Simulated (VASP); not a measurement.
# Sb (I4/mmm) in VASP: settings compared

Aim: see how the results for Sb move with the level of theory and the settings. Levels: LDA, r2SCAN, PBE0. Tasks: single point.

Everything below comes from runs of VASP 6.6.1. Logs are shortened: lines on timing, memory, paths and dates and some standing lists are left out, and cuts for length are marked.

## (1) The cell of the first run

It takes space group I4/mmm (No. 139, tetragonal). Conventional cell: a = 3.174 Å, b = 3.174 Å, c = 5.460 Å, α = 90.00°, β = 90.00°, γ = 90.00°. Within 4.2 Å of Sb (site symmetry 4/mmm) lie 12 Sb at 3.17 to 3.53 Å.

## (2) Single point, LDA

File INCAR:

```
SYSTEM = Sb
ALGO = Normal ; EDIFF = 1E-6
ENCUT = 520 ; ISIF = 2
ISMEAR = -1 ; LASPH = .True.
LCHARG = .False. ; LREAL = .False.
LWAVE = .False. ; NBANDS = 8
NELM = 100 ; PREC = Accurate
SIGMA = 0.05
```

File KPOINTS:

```
k-points
0
Gamma
  12 12 12
  0 0 0
```

File POSCAR:

```
Sb
1.0
   -1.5869811508      1.5869811508      2.7298988119
    1.5869811508     -1.5869811508      2.7298988119
    1.5869811508      1.5869811508     -2.7298988119
Sb
1
Direct
    0.0000000000      0.0000000000      0.0000000000
```

Potentials or basis: VASP PAW LDA potentials, release 64 (Sb).

Command:

```bash
$ cat potpaw_LDA.64/Sb/POTCAR > POTCAR
$ mpirun -np 1 vasp_std > vasp.out
```

OUTCAR:

```text
SYSTEM = Sb
   EDIFF = 1E-6
   ENCUT = 520
   ISIF = 2
   ISMEAR = -1
   LASPH = .True.
   LREAL = .False.
   NELM = 100
   PREC = Accurate

 ion  position               nearest neighbor table
   1  0.000  0.000  0.000-

  LATTYP: Found a body centered tetragonal cell.
 ALAT       =     3.1739623016
 C/A-ratio  =     1.7201835135

  Lattice vectors:

 A1 = (  -1.5869811508,   1.5869811508,   2.7298988119)
 A2 = (   1.5869811508,  -1.5869811508,   2.7298988119)
 A3 = (   1.5869811508,   1.5869811508,  -2.7298988119)

Analysis of symmetry for initial positions (statically):
=====================================================================
 Subroutine PRICEL returns:
 Original cell was already a primitive cell.

 Routine SETGRP: Setting up the symmetry group for a
 body centered tetragonal supercell.

 Subroutine GETGRP returns: Found 16 space group operations
 (whereof 16 operations were pure point group operations)
 out of a pool of 16 trial point group operations.

The static configuration has the point symmetry D_4h.

Analysis of symmetry for dynamics (positions and initial velocities):
=====================================================================
 Subroutine PRICEL returns:
 Original cell was already a primitive cell.

 Routine SETGRP: Setting up the symmetry group for a
 body centered tetragonal supercell.

 Subroutine GETGRP returns: Found 16 space group operations
 (whereof 16 operations were pure point group operations)
 out of a pool of 16 trial point group operations.

The dynamic configuration has the point symmetry D_4h.

 Subroutine INISYM returns: Found 16 space group operations
 (whereof 16 operations are pure point group operations),
 and found     1 'primitive' translations

----------------------------------------------------------------------------------------

                                     Primitive cell

  volume of cell :      27.5011

  direct lattice vectors                    reciprocal lattice vectors
    -1.586981151  1.586981151  2.729898812     0.000000000  0.315063603  0.183156972
     1.586981151 -1.586981151  2.729898812     0.315063603  0.000000000  0.183156972
     1.586981151  1.586981151 -2.729898812     0.315063603  0.315063603  0.000000000

  length of vectors
     3.534029693  3.534029693  3.534029693     0.364433191  0.364433191  0.445567221

  position of ions in fractional coordinates (direct lattice)
     0.000000000  0.000000000  0.000000000

  ion indices of the primitive-cell ions
   primitive index   ion index
                 1           1

----------------------------------------------------------------------------------------

 KPOINTS: k-points

Automatic generation of k-mesh.
 Grid dimensions read from file:
 generate k-points for:   12   12   12

 Generating k-lattice:

  Cartesian coordinates                     Fractional coordinates (reciprocal lattice)
     0.000000000  0.026255300  0.015263081     0.083333333 -0.000000000  0.000000000
     0.026255300  0.000000000  0.015263081    -0.000000000  0.083333333  0.000000000
     0.026255300  0.026255300  0.000000000     0.000000000  0.000000000  0.083333333

  Length of vectors
     0.030369433  0.030369433  0.037130602

  Shift w.r.t. Gamma in fractional coordinates (k-lattice)
     0.000000000  0.000000000  0.000000000

 Subroutine IBZKPT returns following result:
 ===========================================

 Found    163 irreducible k-points:

 Following reciprocal coordinates:
            Coordinates               Weight
  0.000000  0.000000  0.000000      1.000000
  0.083333 -0.000000  0.000000      8.000000
  0.166667  0.000000  0.000000      8.000000
  0.250000  0.000000 -0.000000      8.000000
  0.333333  0.000000  0.000000      8.000000
  0.416667  0.000000  0.000000      8.000000
[... 16 lines left out ...]
  0.500000  0.166667  0.000000     16.000000
 -0.416667  0.166667 -0.000000     16.000000
 [... further k-points ...]
   k-points           NKPTS =    163   k-points in BZ     NKDIM =    163   number of bands    NBANDS=      8
   number of dos      NEDOS =    301   number of ions     NIONS =      1
   total plane-waves  NPLWV =  21952
   dimension x,y,z NGX =    28 NGY =   28 NGZ =   28
   dimension x,y,z NGXF=    56 NGYF=   56 NGZF=   56
   ions per type =               1
   NGX,Y,Z   is equivalent  to a cutoff of  13.17, 13.17, 13.17 a.u.
   NGXF,Y,Z  is equivalent  to a cutoff of  26.34, 26.34, 26.34 a.u.
 SYSTEM =  Sb
   PREC   = accura    normal or accurate (medium, high low for compatibility)
   ISTART =      0    job   : 0-new  1-cont  2-samecut
   ICHARG =      2    charge: 1-file 2-atom 10-const
   ISPIN  =      1    spin polarized calculation?
   LNONCOLLINEAR =      F non collinear calculations
   LSORBIT =      F    spin-orbit coupling
   LASPH  =      T    aspherical Exc in radial PAW
   ENCUT  =  520.0 eV  38.22 Ry    6.18 a.u.   6.57  6.57  6.57*2*pi/ulx,y,z
   NELM   =    100;   NELMIN=  2; NELMDL= -5     # of ELM steps
   EDIFF  = 0.1E-05   stopping-criterion for ELM
   LREAL  =      F    real-space projection
   EDIFFG = 0.1E-04   stopping-criterion for IOM
   NSW    =      0    number of steps for IOM
   IBRION =     -1    ionic relax: 0-MD 1-quasi-New 2-CG
   NFREE  =      0    steps in history (QN), initial steepest desc. (CG)
   ISIF   =      2    stress and relaxation
   ISYM   =      2    0-nonsym 1-usesym 2-fastsym
   POTIM  = 0.5000    time-step for ionic-motion
   TEBEG  =    0.0;   TEEND  =   0.0 temperature during run
   PSTRESS=    0.0 pullay stress
   NELECT =       5.0000    total number of electrons
   NUPDOWN=      -1.0000    fix difference up-down
   EMIN   =  10.00;   EMAX   =-10.00  energy-range for DOS
   EFERMI =   0.00;   METHOD = LEGACY
   ISMEAR =    -1;   SIGMA  =   0.05  broadening in eV -4-tet -1-fermi 0-gaus
   EFERMI_NEDOS =   21; number of points for ismear=-14 and -15
   IALGO  =     38    algorithm
   IMIX   =      4    mixing-type and parameters
     AMIX     =   0.40;   BMIX     =  1.00
     AMIX_MAG =   1.60;   BMIX_MAG =  1.00
  volume/ion in A,a.u.               =      27.50       185.59
  Fermi-wavevector in a.u.,A,eV,Ry     =   0.927431  1.752590 11.702748  0.860128
  Thomas-Fermi vector in A             =   2.053500
   LORBIT       =      0    0 simple, 1 ext, 2 COOP (PROOUT), +10 PAW based schemes
   GGA     = CA    functional components
   LHFCALC =     F    Hartree Fock is set to
   AEXX    =    0.0000 exact exchange contribution
   IVDW    =     0    specifies the selected vdW correction
   LEPSILON=     F    determine dielectric tensor
   LRPA    =     F    only Hartree local field effects (RPA)
 non-spin polarized calculation
  energy-cutoff  :      520.00
  volume of cell :       27.50
 maximum number of plane-waves:       764
 NGX is ok and might be reduce to    28
   NGX = 13   NGY = 13   NGZ = 13

 number of electron       5.0000000 magnetization

 Free energy of the ion-electron system (eV)
  ---------------------------------------------------
  ext. energy  EPLUGINS =         0.00000000
  ---------------------------------------------------
  free energy    TOTEN  =        -4.53808495 eV

  energy without entropy =       -4.53231181  energy(sigma->0) =       -4.53519838

 E-fermi :   8.1298     XC(G=0): -10.2721

 val. band max:        8.1263887361   @ k =   0.3333   0.1667   0.0833
 cond. band min:       8.1637030999   @ k =   0.5000   0.2500   0.0000
 fundamental gap:      0.0373143638
 Fermi energy:         8.1297822878

 k-point     1 :       0.0000    0.0000    0.0000
  band No.  band energies     occupation
      1      -4.6754      2.00000
      2      12.5447      0.00000
      3      13.3461      0.00000
      4      13.3461      0.00000
      5      17.2552      0.00000
      6      18.4798      0.00000
      7      18.5894      0.00000
      8      18.5894      0.00000

 k-point     2 :       0.0833   -0.0000    0.0000
  band No.  band energies     occupation
      1      -4.5393      2.00000
      2      11.8983      0.00000
      3      12.5143      0.00000
      4      13.3185      0.00000
      5      17.1833      0.00000
      6      17.6203      0.00000
      7      18.5106      0.00000
      8      18.7980      0.00000

 k-point     3 :       0.1667    0.0000    0.0000
  band No.  band energies     occupation
      1      -4.1332      2.00000
      2       9.7411      0.00000
      3      11.7156      0.00000
      4      13.2626      0.00000
      5      16.0912      0.00000
      6      17.5120      0.00000
      7      19.3255      0.00000
      8      19.3512      0.00000

 k-point     4 :       0.2500    0.0000   -0.0000
  band No.  band energies     occupation
      1      -3.4676      2.00000
      2       7.3591      2.00000
      3      10.9651      0.00000
      4      13.2268      0.00000
      5      15.2520      0.00000
      6      17.3920      0.00000
      7      19.8147      0.00000
      8      20.5964      0.00000

 k-point     5 :       0.3333    0.0000    0.0000
  band No.  band energies     occupation
      1      -2.5747      2.00000
      2       5.1501      2.00000
      3      10.3516      0.00000
      4      13.2344      0.00000
      5      14.6667      0.00000
      6      17.4626      0.00000
      7      19.3363      0.00000
      8      20.1007      0.00000

 k-point     6 :       0.4167    0.0000    0.0000
  band No.  band energies     occupation
      1      -1.5764      2.00000
      2       3.3365      2.00000
      3       9.9569      0.00000
      4      13.2682      0.00000
      5      14.3206      0.00000
      6      17.7368      0.00000
      7      18.7948      0.00000
      8      19.1755      0.00000

 k-point     7 :       0.5000    0.0000   -0.0000
  band No.  band energies     occupation
      1      -1.0009      2.00000
      2       2.4857      2.00000
      3       9.8213      0.00000
      4      13.2871      0.00000
      5      14.2060      0.00000
      6      18.0347      0.00000
      7      18.5923      0.00000
      8      18.6523      0.00000

 k-point     8 :       0.0833    0.0833    0.0000
  band No.  band energies     occupation
      1      -4.3365      2.00000
      2      11.0664      0.00000
      3      11.9470      0.00000
      4      12.6382      0.00000
      5      17.2119      0.00000
      6      17.2731      0.00000
      7      18.1146      0.00000
      8      19.5331      0.00000

 k-point     9 :       0.1667    0.0833    0.0000
  band No.  band energies     occupation
      1      -3.8660      2.00000
      2       9.1783      0.00000
      3      11.0063      0.00000
      4      12.2646      0.00000
      5      16.2784      0.00000
      6      17.5247      0.00000
      7      18.7486      0.00000
      8      20.3274      0.00000

 k-point    10 :       0.2500    0.0833    0.0000
  band No.  band energies     occupation
      1      -3.1419      2.00000
      2       6.8924      2.00000
      3      10.3617      0.00000
      4      12.0602      0.00000
      5      15.5043      0.00000
      6      17.6467      0.00000
      7      19.0939      0.00000
      8      20.0134      0.00000
[... 78 lines left out ...]
 k-point    18 :      -0.0833    0.0833    0.0000
  band No.  band energies     occupation
      1      -4.4703      2.00000
      2      12.1921      0.00000
      3      12.3547      0.00000
      4      12.5636      0.00000
      5      16.8331      0.00000
      6      18.1203      0.00000
      7      18.4133      0.00000
      8      18.5767      0.00000

 k-point    19 :       0.1667    0.1667    0.0000
  band No.  band energies     occupation
      1      -3.3354      2.00000
      2       8.4757      0.00198
      3       9.4340      0.00000
      4      11.3283      0.00000
      5      16.5867      0.00000
      6      17.3767      0.00000
      7      19.2086      0.00000
      8      19.4908      0.00000

 k-point    20 :       0.2500    0.1667    0.0000
  band No.  band energies     occupation
      1      -2.5609      2.00000
      2       6.6390      2.00000
      3       8.8650      0.00000
      4      10.7213      0.00000
      5      16.0123      0.00000
      6      17.4919      0.00000
      7      18.9208      0.00000
      8      20.0501      0.00000

 k-point    21 :       0.3333    0.1667    0.0000
  band No.  band energies     occupation
      1      -1.6051      2.00000
      2       4.6788      2.00000
      3       8.7685      0.00001
      4      10.3854      0.00000
      5      15.3524      0.00000
      6      16.8907      0.00000
      7      19.8003      0.00000
      8      20.6684      0.00000

 k-point    22 :       0.4167    0.1667    0.0000
  band No.  band energies     occupation
      1      -0.7195      2.00000
      2       3.2502      2.00000
      3       8.8235      0.00000
      4      10.3407      0.00000
      5      14.8390      0.00000
      6      16.4713      0.00000
      7      20.3261      0.00000
      8      21.5031      0.00000

 k-point    23 :       0.5000    0.1667    0.0000
  band No.  band energies     occupation
      1      -0.6972      2.00000
      2       3.2046      2.00000
      3       9.0164      0.00000
      4      10.5226      0.00000
      5      14.5956      0.00000
      6      16.3400      0.00000
      7      19.8923      0.00000
      8      21.1205      0.00000

 k-point    24 :      -0.4167    0.1667   -0.0000
  band No.  band energies     occupation
      1      -1.5727      2.00000
      2       4.5813      2.00000
      3       9.3760      0.00000
      4      10.7957      0.00000
      5      14.7183      0.00000
      6      16.4429      0.00000
      7      18.4242      0.00000
      8      21.3198      0.00000

 [... further k-points ...]
[... 5 lines left out ...]
  --------------------------------------------------------------------------------------
  -------------------------------------------------------------------------------------
  Total       -0.6021519     -0.6021519     -0.5819941      0.0000000     -0.0000000      0.0000000
  in kB      -35.0805651    -35.0805651    -33.9061974      0.0000000     -0.0000000      0.0000000
  external PRESSURE =     -34.6891092 kB  Pullay stress =       0.0000000 kB

 VOLUME and BASIS-vectors are now :
 -----------------------------------------------------------------------------
  energy-cutoff  :      520.00
  volume of cell :       27.50
      direct lattice vectors                 reciprocal lattice vectors
    -1.586981151  1.586981151  2.729898812     0.000000000  0.315063603  0.183156972
     1.586981151 -1.586981151  2.729898812     0.315063603  0.000000000  0.183156972
     1.586981151  1.586981151 -2.729898812     0.315063603  0.315063603  0.000000000

 POSITION                                       TOTAL-FORCE (eV/Angst)
 -----------------------------------------------------------------------------------
      0.00000      0.00000      0.00000         0.000000      0.000000     -0.000000
 -----------------------------------------------------------------------------------
    total drift:                                0.000000      0.000000      0.000000

  FREE ENERGIE OF THE ION-ELECTRON SYSTEM (eV)
  ---------------------------------------------------
  free  energy   TOTEN  =        -4.5380849531 eV

  energy  without entropy=       -4.5323118131  energy(sigma->0) =       -4.53519838
```

Wall time 11 s (1 thread of Intel Xeon 6975P-C (Granite Rapids), shared host); peak memory 0.16 GiB.

What came out:

```
Free energy : -4.5381 eV
Pressure    : -3.5 GPa
```

Stress tensor (GPa, compression positive):
```
-3.51  0.00  0.00
 0.00 -3.51  0.00
 0.00  0.00 -3.39
```

Levels at points of the mesh, in eV from the Fermi level:
```
           k point  band 1  band 2  band 3  band 4  band 5  band 6
(0.00, 0.00, 0.00)  -12.81    4.41    5.22    5.22    9.13   10.35
(0.50, 0.00, 0.00)   -9.13   -5.64    1.69    5.16    6.08    9.90
(0.50, 0.50, 0.00)   -6.77   -4.28   -1.01    0.57    3.52    4.43
(0.50, 0.50, 0.50)   -9.28   -5.51    2.05    2.05    5.88    6.04
```

Caveat: spin-orbit coupling is left out, which moves the levels of the heavy elements.

## (3) Single point, LDA

This run uses another cell than the first one, of 28.04 Å³/atom, 1.020 times its volume.

File INCAR:

```
ALGO = Normal
EDIFF = 1E-6
ENCUT = 520
ISIF = 2
ISMEAR = -1
LASPH = T
LCHARG = T
LELF = T
LREAL = F
LVHAR = T
LWAVE = F
NBANDS = 8
NELM = 60
PREC = Accurate
SIGMA = 0.05
```

File KPOINTS:

```
k-points
0
Gamma
  12 12 12
```

File POSCAR:

```
Sb
1.0
   -1.5972865120      1.5972865120      2.7476259243
    1.5972865120     -1.5972865120      2.7476259243
    1.5972865120      1.5972865120     -2.7476259243
Sb
1
Direct
    0.0000000000      0.0000000000      0.0000000000
```

Potentials or basis: VASP PAW LDA potentials, release 64 (Sb).

Command:

```bash
$ cat potpaw_LDA.64/Sb/POTCAR > POTCAR
$ mpirun -np 1 vasp_std > vasp.out
```

Run time: 12 s. Hardware: 1 thread of Intel Xeon 6975P-C (Granite Rapids), shared host; peak memory 0.16 GiB.

It converged, with:

| Quantity | Value |
| --- | --- |
| Free energy | -4.5247 eV |
| Pressure | -4.5 GPa |

Stress tensor (GPa, compression positive):
```
-4.61  0.00  0.00
 0.00 -4.61  0.00
 0.00  0.00 -4.24
```

Levels at points of the mesh, in eV from the Fermi level:
```tsv
k point	band 1	band 2	band 3	band 4	band 5	band 6	band 7
(0.00, 0.00, 0.00)	-12.66	4.28	5.08	5.08	9.07	10.25	10.40
(0.50, 0.00, 0.00)	-9.09	-5.52	1.65	5.03	6.04	9.80	10.40
(0.50, 0.50, 0.00)	-6.81	-4.19	-1.00	0.57	3.53	4.44	14.72
(0.50, 0.50, 0.50)	-9.24	-5.40	2.01	2.01	5.86	5.99	16.65
```

Caveat: spin-orbit coupling is left out, which moves the levels of the heavy elements.

## (4) Single point, r2SCAN

This run uses another cell than the first one, of 25.88 Å³/atom, 0.941 times its volume.

File POSCAR:

```
Sb
1.0
   -1.5552329741      1.5552329741      2.6752861216
    1.5552329741     -1.5552329741      2.6752861216
    1.5552329741      1.5552329741     -2.6752861216
Sb
1
Direct
    0.0000000000      0.0000000000      0.0000000000
```

File INCAR.step1:

```
SYSTEM = Sb
ALGO = Normal
EDIFF = 1E-4
ENCUT = 520
GGA = PE
ISMEAR = -1
LASPH = .True.
LCHARG = .False.
LREAL = .False.
LWAVE = .True.
NBANDS = 8
NELM = 100
PREC = Accurate
SIGMA = 0.05
```

File INCAR.step2:

```
SYSTEM = Sb
ALGO = Normal
EDIFF = 1E-6
ENCUT = 520
ISIF = 2
ISMEAR = -1
ISTART = 1
LASPH = .True.
LCHARG = .False.
LMIXTAU = .True.
LREAL = .False.
LWAVE = .False.
METAGGA = R2SCAN
NBANDS = 8
NELM = 100
PREC = Accurate
SIGMA = 0.05
```

File KPOINTS:

```
k-points
0
Gamma
  12 12 12
  0 0 0
```

Potentials or basis: VASP PAW PBE potentials, release 64 (Sb).

Command:

```bash
$ cat potpaw_PBE.64/Sb/POTCAR > POTCAR
$ cp INCAR.step1 INCAR
$ mpirun -np 1 vasp_std > vasp.out
$ cp INCAR.step2 INCAR
$ mpirun -np 1 vasp_std > vasp.out
```

Wall time 49 s (1 thread of Intel Xeon 6975P-C (Granite Rapids), shared host); peak memory 0.18 GiB.

It converged, with:

```
Free energy : -25.2541 eV
Pressure    : 4.2 GPa
```

Stress tensor (GPa, compression positive):
```
4.13 0.00 0.00
0.00 4.13 0.00
0.00 0.00 4.48
```

Levels at points of the mesh, in eV from the Fermi level:
| k point | band 1 | band 2 | band 3 | band 4 | band 5 | band 6 | band 7 |
| --- | --- | --- | --- | --- | --- | --- | --- |
| (0.00, 0.00, 0.00) | -13.95 | 5.17 | 6.04 | 6.04 | 9.84 | 11.39 | 11.40 |
| (0.50, 0.00, 0.00) | -9.62 | -6.42 | 1.91 | 5.97 | 6.62 | 10.99 | 11.36 |
| (0.50, 0.50, 0.00) | -6.71 | -4.95 | -1.22 | 0.61 | 3.89 | 4.56 | 16.66 |
| (0.50, 0.50, 0.50) | -9.76 | -6.30 | 2.28 | 2.28 | 6.15 | 6.85 | 19.22 |

Caveat: the PAW data sets were made with another functional, which shifts forces and pressure a little; spin-orbit coupling is left out, which moves the levels of the heavy elements.

(Continued in part 2 of 2.)
